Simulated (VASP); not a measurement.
# GaN (F-43m) in VASP: notebook

GaN is run at these levels: LDA; tasks: vibrations by perturbation theory.

All numbers are computed with VASP 6.6.1; they aren't measurements. Logs are shortened: lines on timing, memory, paths and dates and some standing lists are left out, and cuts for length are marked.

## 1. The cell of the first run

The structure is cubic, space group F-43m (No. 216). Conventional cell: a = 4.455 Å, b = 4.455 Å, c = 4.455 Å, α = 90.00°, β = 90.00°, γ = 90.00°. Ga (site symmetry -43m) has 4 N at 1.93 Å within 2.6 Å. Within 2.6 Å of N (site symmetry -43m) lie 4 Ga at 1.93 Å.

## 2. Vibrations by perturbation theory, LDA

INCAR

```
SYSTEM = GaN
PREC = Accurate ; ENCUT = 520
EDIFF = 1E-8 ; ISMEAR = 0
SIGMA = 0.01 ; LREAL = .FALSE.
LASPH = .TRUE. ; NELM = 60
ALGO = Normal ; ISIF = 2
LWAVE = .FALSE. ; LCHARG = .FALSE.
NBANDS = 16 ; IBRION = 8
NSW = 1 ; LEPSILON = .TRUE.
```

KPOINTS

```
Automatic mesh
0
G
  8 8 8
  0 0 0
```

POSCAR

```
GaN
1.0
    0.0000000000      2.2277052366      2.2277052366
    2.2277052366      0.0000000000      2.2277052366
    2.2277052366      2.2277052366      0.0000000000
Ga N
1 1
Direct
    0.0000000000      0.0000000000      0.0000000000
    0.2500000000      0.2500000000      0.2500000000
```

Potentials or basis: VASP PAW LDA potentials, release 64 (Ga_d, N).

Run with:

```sh
$ cat potpaw_LDA.64/Ga_d/POTCAR potpaw_LDA.64/N/POTCAR > POTCAR
$ mpirun -np 1 vasp_std > vasp.out
```

OUTCAR:

```text
SYSTEM = GaN
   PREC = Accurate
   ENCUT = 520
   EDIFF = 1E-8
   ISMEAR = 0
   LREAL = .FALSE.
   LASPH = .TRUE.
   NELM = 60
   ISIF = 2
   IBRION = 8
   NSW = 1
   LEPSILON = .TRUE.

 ion  position               nearest neighbor table
   1  0.000  0.000  0.000-   2 1.93   2 1.93   2 1.93   2 1.93
   2  0.250  0.250  0.250-   1 1.93   1 1.93   1 1.93   1 1.93

  LATTYP: Found a face centered cubic cell.
 ALAT       =     4.4554104732

  Lattice vectors:

 A1 = (   0.0000000000,   2.2277052366,   2.2277052366)
 A2 = (   2.2277052366,   0.0000000000,   2.2277052366)
 A3 = (   2.2277052366,   2.2277052366,   0.0000000000)

Analysis of symmetry for initial positions (statically):
=====================================================================
 Subroutine PRICEL returns:
 Original cell was already a primitive cell.

 Routine SETGRP: Setting up the symmetry group for a
 face centered cubic supercell.

 Subroutine GETGRP returns: Found 24 space group operations
 (whereof 24 operations were pure point group operations)
 out of a pool of 48 trial point group operations.

The static configuration has the point symmetry T_d .

Analysis of symmetry for dynamics (positions and initial velocities):
=====================================================================
 Subroutine PRICEL returns:
 Original cell was already a primitive cell.

 Routine SETGRP: Setting up the symmetry group for a
 face centered cubic supercell.

 Subroutine GETGRP returns: Found 24 space group operations
 (whereof 24 operations were pure point group operations)
 out of a pool of 48 trial point group operations.

The dynamic configuration has the point symmetry T_d .

 Subroutine INISYM returns: Found 24 space group operations
 (whereof 24 operations are pure point group operations),
 and found     1 'primitive' translations

----------------------------------------------------------------------------------------

                                     Primitive cell

  volume of cell :      22.1107

  direct lattice vectors                    reciprocal lattice vectors
     0.000000000  2.227705237  2.227705237    -0.224446211  0.224446211  0.224446211
     2.227705237  0.000000000  2.227705237     0.224446211 -0.224446211  0.224446211
     2.227705237  2.227705237  0.000000000     0.224446211  0.224446211 -0.224446211

  length of vectors
     3.150450959  3.150450959  3.150450959     0.388752241  0.388752241  0.388752241

  position of ions in fractional coordinates (direct lattice)
     0.000000000  0.000000000  0.000000000
     0.250000000  0.250000000  0.250000000

  ion indices of the primitive-cell ions
   primitive index   ion index
                 1           1
                 2           2

----------------------------------------------------------------------------------------

 KPOINTS: Automatic mesh

Automatic generation of k-mesh.
 Grid dimensions read from file:
 generate k-points for:    8    8    8

 Generating k-lattice:

  Cartesian coordinates                     Fractional coordinates (reciprocal lattice)
    -0.028055776  0.028055776  0.028055776     0.125000000  0.000000000  0.000000000
     0.028055776 -0.028055776  0.028055776     0.000000000  0.125000000  0.000000000
[... 605 lines left out ...]
  free energy    TOTEN  =        -0.31391851 eV

  energy without entropy =       -0.31391851

------------------------ aborting loop because EDIFF is reached ----------------------------------------

--------------------------------------- Ionic step        2  -------------------------------------------

------------------------ aborting loop because EDIFF is reached ----------------------------------------

--------------------------------------- Ionic step        3  -------------------------------------------

------------------------ aborting loop because EDIFF is reached ----------------------------------------

 PIEZOELECTRIC TENSOR FIELD DIRECTION 3  (e Angst)
 -----------------------------------------------------------------------------
    -0.00086 -1.39571  0.00000           ( -0.00001 -0.10987  0.00000)
    -1.39571 -0.00086  0.00000           ( -0.10987 -0.00001  0.00000)
     0.00000  0.00000  0.00069           (  0.00000  0.00000 -0.00000)

 PIEZOELECTRIC TENSOR FIELD DIRECTION 3  (C/m^2)
 -----------------------------------------------------------------------------
    -0.00062 -1.01135  0.00000
    -1.01135 -0.00062  0.00000
     0.00000  0.00000  0.00050

--------------------------------------- Ionic step        4  -------------------------------------------

------------------------ aborting loop because EDIFF is reached ----------------------------------------

[... ionic steps 5 to 6 ...]

--------------------------------------- Ionic step        7  -------------------------------------------

 Free energy of the ion-electron system (eV)
  ---------------------------------------------------
  ---------------------------------------------------
  free energy    TOTEN  =        -0.22948401 eV

  energy without entropy =       -0.22948401

------------------------ aborting loop because EDIFF is reached ----------------------------------------

 INTERNAL STRAIN TENSOR  FOR ION    2  DIRECTION 1   (eV/Angst):
 -----------------------------------------------------------------------------
     0.00491  0.00000  0.00000
     0.00000 -0.00714 -9.42063
     0.00000 -9.42063 -0.00714

 MACROSCOPIC STATIC DIELECTRIC TENSOR (including local field effects in DFT)
 ------------------------------------------------------
           5.882993     0.000000     0.000000
           0.000000     5.882993    -0.000000
           0.000000    -0.000000     5.882993
 ------------------------------------------------------

 PIEZOELECTRIC TENSOR (including local field effects)  for field in x, y, z        (e  Angst)
          XX          YY          ZZ          XY          YZ          ZX
  --------------------------------------------------------------------------------
  x     0.00000     0.00000     0.00000     0.00000    -1.39782     0.00000
  y     0.00000     0.00000     0.00000     0.00000     0.00000    -1.39782
  z    -0.00000    -0.00000     0.00000    -1.39782     0.00000     0.00000

 PIEZOELECTRIC TENSOR (including local field effects)  for field in x, y, z        (C/m^2)
          XX          YY          ZZ          XY          YZ          ZX
  --------------------------------------------------------------------------------
  x     0.00000     0.00000     0.00000     0.00000    -1.01288     0.00000
  y     0.00000     0.00000     0.00000     0.00000     0.00000    -1.01288
  z    -0.00000    -0.00000     0.00000    -1.01288     0.00000     0.00000

 BORN EFFECTIVE CHARGES (including local field effects) (in |e|, cummulative output)
 ---------------------------------------------------------------------------------
 ion    1
    1     2.63157     0.00000     0.00000
    2     0.00000     2.63157     0.00000
    3     0.00000     0.00000     2.63157
 ion    2
    1    -2.63157     0.00000     0.00000
    2     0.00000    -2.63157     0.00000
    3     0.00000     0.00000    -2.63157

 INTERNAL STRAIN TENSOR FOR ION    2 for displacements in x,y,z  (eV/Angst):
          X           Y           Z          XY          YZ          ZX
  --------------------------------------------------------------------------------
  x    -0.00000     0.00000     0.00000     0.00000    -9.42063     0.00000
  y     0.00000     0.00000     0.00000     0.00000     0.00000    -9.42063
  z     0.00000     0.00000    -0.00000    -9.42063     0.00000     0.00000

 SECOND DERIVATIVES (NOT SYMMETRIZED)
 ------------------------------------
               1X          1Y          1Z          2X          2Y          2Z
  1X   -13.364668    0.000000    0.000000   13.364668    0.000000    0.000000
  1Y     0.000000  -13.364668    0.000000    0.000000   13.364668    0.000000
  1Z     0.000000    0.000000  -13.364668    0.000000    0.000000   13.364668
  2X    13.333068    0.000000    0.000000  -13.333068    0.000000    0.000000
  2Y     0.000000   13.333068    0.000000    0.000000  -13.333068    0.000000
  2Z     0.000000    0.000000   13.333068    0.000000    0.000000  -13.333068

 Eigenvectors and eigenvalues of the dynamical matrix
 ----------------------------------------------------

   1 f  =   16.720886 THz   105.060425 2PiTHz  557.748719 cm-1    69.151997 meV
             X         Y         Z           dx          dy          dz
      0.000000  0.000000  0.000000     0.000000    0.409339    0.000000
      1.113853  1.113853  1.113853     0.000000   -0.912383    0.000000
[... 21 lines left out ...]
   6 f/i=    0.007392 THz     0.046443 2PiTHz    0.246558 cm-1     0.030569 meV
             X         Y         Z           dx          dy          dz
      0.000000  0.000000  0.000000     0.000000    0.000000    0.912383
      1.113853  1.113853  1.113853     0.000000    0.000000    0.409339

--------------------------------------------------------------------------------------------------------

 MACROSCOPIC STATIC DIELECTRIC TENSOR IONIC CONTRIBUTION
 ------------------------------------------------------
           4.245692     0.000000    -0.000000
           0.000000     4.245692    -0.000000
          -0.000000    -0.000000     4.245692
 ------------------------------------------------------

 ELASTIC MODULI CONTR FROM IONIC RELAXATION (kBar)
 Direction    XX          YY          ZZ          XY          YZ          ZX
 --------------------------------------------------------------------------------
 XX          -0.0000     -0.0000      0.0000      0.0000     -0.0000      0.0000
 YY          -0.0000     -0.0000     -0.0000      0.0000      0.0000      0.0000
 ZZ           0.0000     -0.0000     -0.0000     -0.0000      0.0000      0.0000
 XY           0.0000      0.0000     -0.0000   -447.9798      0.0000      0.0000
 YZ          -0.0000      0.0000      0.0000      0.0000   -447.9798     -0.0000
 ZX           0.0000      0.0000      0.0000      0.0000     -0.0000   -447.9798
 --------------------------------------------------------------------------------

 PIEZOELECTRIC TENSOR IONIC CONTR  for field in x, y, z        (C/m^2)
          XX          YY          ZZ          XY          YZ          ZX
  --------------------------------------------------------------------------------
  x     0.00000    -0.00000    -0.00000    -0.00000     1.29770     0.00000
  y    -0.00000    -0.00000    -0.00000    -0.00000     0.00000     1.29770
  z    -0.00000    -0.00000     0.00000     1.29770    -0.00000    -0.00000
```

Wall time 79 s (1 thread of Intel Xeon 6975P-C (Granite Rapids), shared host); peak memory 0.2 GiB.

Results:

```yaml
Electronic_dielectric_tensor_diagonal: 5.88
Born_charges_mean_of_the_diagonal: Ga +2.63; N -2.63 e
Highest_phonon_frequency_at_Γ_LO-TO_splitting_left_out: 558 cm⁻¹
```

Phonon frequencies in cm⁻¹ (negative: imaginary):
```csv
q point,frequencies
"(0.000, 0.000, 0.000)",0 0 0 558 558 558
```

Electronic dielectric tensor:
```
5.88 0.00 0.00
0.00 5.88 0.00
0.00 0.00 5.88
```

Born effective charge tensors (e):
atom 1, Ga
```
2.63 0.00 0.00
0.00 2.63 0.00
0.00 0.00 2.63
```
atom 2, N
```
-2.63  0.00  0.00
 0.00 -2.63  0.00
 0.00  0.00 -2.63
```

Caveat: the cell wasn't relaxed at this level first, which shifts response properties.

## 3. Vibrations by perturbation theory, LDA

INCAR

```
SYSTEM = GaN
ALGO = Normal ; EDIFF = 1E-8
ENCUT = 520 ; IBRION = 8
ISIF = 2 ; ISMEAR = 0
LASPH = .TRUE. ; LCHARG = .FALSE.
LREAL = .FALSE. ; LWAVE = .FALSE.
NBANDS = 16 ; NELM = 60
NSW = 1 ; PREC = Accurate
SIGMA = 0.01
```

KPOINTS

```
k-points
0
G
  8 8 8
  0 0 0
```

POSCAR is that of step 2.

Potentials or basis: VASP PAW LDA potentials, release 64 (Ga_d, N).

Run with:

```sh
$ cat potpaw_LDA.64/Ga_d/POTCAR potpaw_LDA.64/N/POTCAR > POTCAR
$ mpirun -np 1 vasp_std > vasp.out
```

OUTCAR:

```text
SYSTEM = GaN
   EDIFF = 1E-8
   ENCUT = 520
   IBRION = 8
   ISIF = 2
   ISMEAR = 0
   LASPH = .TRUE.
   LREAL = .FALSE.
   NELM = 60
   NSW = 1
   PREC = Accurate

 ion  position               nearest neighbor table
   1  0.000  0.000  0.000-   2 1.93   2 1.93   2 1.93   2 1.93
   2  0.250  0.250  0.250-   1 1.93   1 1.93   1 1.93   1 1.93

  LATTYP: Found a face centered cubic cell.
 ALAT       =     4.4554104732

  Lattice vectors:

[... 710 lines left out ...]
 ------------------------------------
               1X          1Y          1Z          2X          2Y          2Z
  1X   -13.364669    0.000000    0.000000   13.364669    0.000000    0.000000
  1Y     0.000000  -13.364669    0.000000    0.000000   13.364669    0.000000
  1Z     0.000000    0.000000  -13.364669    0.000000    0.000000   13.364669
  2X    13.333070    0.000000    0.000000  -13.333070    0.000000    0.000000
  2Y     0.000000   13.333070    0.000000    0.000000  -13.333070    0.000000
  2Z     0.000000    0.000000   13.333070    0.000000    0.000000  -13.333070

 Eigenvectors and eigenvalues of the dynamical matrix
 ----------------------------------------------------

   1 f  =   16.720887 THz   105.060433 2PiTHz  557.748763 cm-1    69.152002 meV
             X         Y         Z           dx          dy          dz
      0.000000  0.000000  0.000000     0.000000    0.000000   -0.409339
      1.113853  1.113853  1.113853     0.000000    0.000000    0.912383
[... 21 lines left out ...]
   6 f/i=    0.007391 THz     0.046440 2PiTHz    0.246543 cm-1     0.030567 meV
             X         Y         Z           dx          dy          dz
      0.000000  0.000000  0.000000    -0.075865   -0.454824    0.787288
      1.113853  1.113853  1.113853    -0.034037   -0.204056    0.353215

--------------------------------------------------------------------------------------------------------

 ELASTIC MODULI CONTR FROM IONIC RELAXATION (kBar)
 Direction    XX          YY          ZZ          XY          YZ          ZX
 --------------------------------------------------------------------------------
 XX          -0.0000     -0.0000     -0.0000     -0.0000     -0.0000     -0.0000
 YY          -0.0000     -0.0000     -0.0000     -0.0000     -0.0000      0.0000
 ZZ          -0.0000     -0.0000     -0.0000     -0.0000     -0.0000     -0.0000
 XY          -0.0000     -0.0000     -0.0000   -447.9797      0.0000      0.0000
 YZ          -0.0000     -0.0000     -0.0000      0.0000   -447.9797      0.0000
 ZX          -0.0000      0.0000     -0.0000      0.0000      0.0000   -447.9797
 --------------------------------------------------------------------------------
```

OSZICAR:

```text
N       E                     dE             d eps       ncg     rms          rms(c)
DAV:   1     0.758571677336E+02    0.75857E+02   -0.93748E+03  1056   0.203E+03
DAV:   2    -0.111270507335E+02   -0.86984E+02   -0.80275E+02  1080   0.317E+02
DAV:   3    -0.159726079026E+02   -0.48456E+01   -0.48324E+01  1056   0.645E+01
DAV:   4    -0.160222263884E+02   -0.49618E-01   -0.49614E-01  1192   0.690E+00
[... 41 lines left out ...]
RMM:   8    -0.229484198330E+00    0.78336E-06    0.10047E-08  6106   0.427E-04    0.245E-05
RMM:   9    -0.229483908351E+00    0.28998E-06    0.23602E-08  6210   0.121E-04    0.860E-06
RMM:  10    -0.229484008719E+00   -0.10037E-06    0.27640E-08  6151   0.430E-05    0.204E-06
RMM:  11    -0.229484019627E+00   -0.10908E-07    0.28052E-08  6163   0.159E-05    0.440E-07
RMM:  12    -0.229484013013E+00    0.66145E-08    0.32684E-08  5740   0.772E-06    0.106E-07
 Linear response finished
```

stdout:

```text
POSCAR found type information on POSCAR GaN
 POSCAR found :  2 types and       2 ions
 scaLAPACK will be used
 LDA part: xc-table for (Slater(with rela. corr.)+CA(PZ))
 , standard interpolation
 POSCAR, INCAR and KPOINTS ok, starting setup
 FFT: planning ... GRIDC
 FFT: planning ... GRID_SOFT
 FFT: planning ... GRID
 WAVECAR not read
 entering main loop
 Linear response reoptimize wavefunctions to high precision
 Linear response DOF=           2
 Linear response progress:
 first order change of Fermi-energy  -0.26233E-04
 force on displaced ion       1 direction 1 : -13.365   0.000   0.000
 Linear response progress:
 first order change of Fermi-energy   0.35021E-03
 force on displaced ion       2 direction 1 : -13.333   0.000   0.000
 Linear response finished
```

It took 32 s on 1 thread of Intel Xeon 6975P-C (Granite Rapids), shared host; peak memory 0.2 GiB.

What came out:

- Highest phonon frequency at Γ, LO-TO splitting left out: 558 cm⁻¹

Phonon frequencies in cm⁻¹ (negative: imaginary):
| q point | frequencies |
| --- | --- |
| (0.000, 0.000, 0.000) | 0 0 0 558 558 558 |

Caveat: the cell wasn't relaxed at this level first, which shifts response properties.

[end of part 1 of 2]
